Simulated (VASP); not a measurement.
Runs of VASP 6.6.1 on GaB12. The structure is that of space group Fm-3m (No. 225), or close to it. The cells are those of the table. 

```csv
task,cell,k mesh,cutoff (eV),gap on the mesh (eV),pressure (GPa),largest force (eV/Å)
single point,"a = 5.293 Å, angles 60.0°, 13 atoms",10 × 10 × 10,520,none,0.0,-
single point,"a = 5.290 Å, angles 60.0°, 13 atoms",4 × 4 × 4,520,none,0.2,(a)
relaxation of cell and atoms,"relaxed from a = 5.236 Å, angles 60.0°, 13 atoms",4 × 4 × 4,600,none,0.0,-
single point,"a = 5.236 Å, angles 60.0°, 13 atoms",4 × 4 × 4,520,none,6.5,0.24
```

Alike in all rows: level PBE; potentials or basis VASP PAW PBE potentials, release 64 (Ga_d, B); no spin polarisation; smearing gaussian 0.1 eV.

**Question.** Estimate the missing entries.

**Answer.** (a) 0.02.

Caveats: some runs use coarse meshes.

A k mesh can miss the band edges, and the runs leave out spin-orbit coupling on Ga.

A gap of «none» marks levels without a gap at the run's occupations.
